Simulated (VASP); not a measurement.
A run of VASP 6.6.1 is set up as follows.

Contents of INCAR:

```
  PREC = Accurate
  ENCUT = 520
  EDIFF = 1E-7
  ISMEAR = -1
  SIGMA = 0.05
  LREAL = False
  LASPH = True
  NELM = 80
  ALGO = Normal
  ISIF = 2
  LWAVE = False
  LCHARG = True
  LELF = True
  LVHAR = True
  NBANDS = 18
```

The input KPOINTS:

```
Automatic mesh
0
Gamma
  9 9 5
```

File POSCAR:

```
Sc
1.0
    3.2414504337      0.0000000000      0.0000000000
   -1.6207252169      2.8071784207      0.0000000000
    0.0000000000      0.0000000000      5.1656514271
Sc
2
Direct
    0.6666666667      0.3333333333      0.7500000000
    0.3333333333      0.6666666667      0.2500000000
```

Potentials or basis: VASP PAW LDA potentials, release 64 (Sc_sv).

Launch:

```bash
$ cat potpaw_LDA.64/Sc_sv/POTCAR > POTCAR
$ mpirun -np 1 vasp_std > vasp.out
```

Question: Predict the pressure.

Answer: -2.3 GPa.

Question: Estimate the band gap on the k mesh.

Answer: Zero (band 11 reaches 4.43 eV, above the bottom of band 12 at 3.19 eV).

Stress tensor (GPa, compression positive):
```
-1.59  0.00  0.00
 0.00 -1.59  0.00
 0.00  0.00 -3.60
```
